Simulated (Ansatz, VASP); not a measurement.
# Two plane-wave programs on LiCl

Contents of INCAR:

```
SYSTEM = LiCl
PREC     = Accurate       ! precision mode
ENCUT    = 520            ! plane-wave cutoff, eV
EDIFF    = 1E-6           ! SCF threshold, eV
ISMEAR   = 0              ! smearing method
SIGMA    = 0.01           ! smearing width, eV
LREAL    = .FALSE.        ! projectors in reciprocal space
LASPH    = .TRUE.         ! aspherical terms in the spheres
NELM     = 100            ! most SCF steps
ALGO     = Normal         ! electronic algorithm
ISIF     = 2              ! what is computed and relaxed
LWAVE    = .FALSE.        ! write WAVECAR
LCHARG   = .FALSE.        ! write CHGCAR
GGA      = PE             ! functional
NBANDS   = 18             ! bands
```

File KPOINTS:

```
Automatic mesh
0
G
  6 6 4
  0 0 0
```

The input POSCAR:

```
LiCl
1.0
    3.8452524447      0.0000000000      0.0000000000
   -1.9226262224      3.3300863011      0.0000000000
    0.0000000000      0.0000000000      6.1609986605
Li Cl
2 2
Direct
    0.6666666667      0.3333333333      0.8777889922
    0.3333333333      0.6666666667      0.3777889922
    0.6666666667      0.3333333333      0.4972120078
    0.3333333333      0.6666666667      0.9972120078
```

Input for Ansatz:

```yaml
crystal:
  lattice:
    - [3.8452524447, 0.0, 0.0]
    - [-1.9226262224, 3.3300863011, 0.0]
    - [0.0, 0.0, 6.1609986605]
  atoms:
    - { symbol: Li, position: [0.6666666667, 0.3333333333, 0.8777889922] }
    - { symbol: Li, position: [0.3333333333, 0.6666666667, 0.3777889922] }
    - { symbol: Cl, position: [0.6666666667, 0.3333333333, 0.4972120078] }
    - { symbol: Cl, position: [0.3333333333, 0.6666666667, 0.9972120078] }
kpoints:
  mp_grid: { grid: [6, 6, 4] }
hamiltonian:
  xc: pbe
scf:
  occupations: { method: fixed }
  n_extra_bands: 5
output:
  forces: true
  stress: true
  eigenvalues: true
```

Alike in both runs: task single point; functional PBE; k mesh 6 × 6 × 4; no spin polarisation.

```csv
,VASP,Ansatz
version,VASP 6.6.1,Ansatz 0.2.0
potentials or method,"VASP PAW PBE potentials, release 64 (Li_sv, Cl)","plane waves, PAW"
plane-wave cutoff (eV),520,420
occupations,"gaussian, width 0.01 eV",fixed
valence electrons in the cell,20,20
```

|  | VASP | Ansatz | Ansatz less VASP |
| --- | --- | --- | --- |
| gap on the k mesh at the Fermi level (eV) | 6.16 | 6.15 | -0.005 |

Noted on VASP's run: the cutoff is short for stress, so the pressure is rough.
